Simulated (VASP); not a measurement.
Sn4Te, 5 atoms in the cell. Symmetry: Pm-3m, No. 221, cubic system. Conventional cell: a = 5.844 Å, b = 5.844 Å, c = 5.844 Å, α = 90.00°, β = 90.00°, γ = 90.00°. Sn (site symmetry 4/mmm) has 2 Te at 2.92 Å within 3.8 Å. Within 5.4 Å of Sn (site symmetry m-3m) lie 12 Sn at 4.13 Å and 8 Te at 5.06 Å. Within 3.8 Å of Te (site symmetry m-3m) lie 6 Sn at 2.92 Å. 

| Quantity | Value |
| --- | --- |
| Program | VASP 6.6.1 |
| Task | single point |
| Functional | PBE |
| Potentials or basis | VASP PAW PBE potentials, release 64 (Sn_d, Te) |
| Cutoff | 500 eV |
| k mesh | 6 × 6 × 6 |
| Occupations | gaussian, width 0.1 eV |
| Spin | collinear spin, ferromagnetic start |
| Starting moments | [0.2, 0.2, 0.2, 0.2, 0.2] μB |
| Dipole correction | no |
| Further INCAR settings | ALGO = Normal; EDIFF = 1e-06; NBANDS = 43 |

Potentials or basis: VASP PAW PBE potentials, release 64 (Sn_d, Te).

Launch:

```console
$ cat potpaw_PBE.64/Sn_d/POTCAR potpaw_PBE.64/Te/POTCAR > POTCAR
$ mpirun -np 1 vasp_std > vasp.out
```

Hardware: 1 thread of Intel Xeon 8259CL, on a shared host.

Q: How long does it take, and how much memory?

A: It took 7.7 min on 1 thread of Intel Xeon 8259CL, on a shared host, peak memory 0.53 GiB. Counts: scf iterations 15, k points 20.
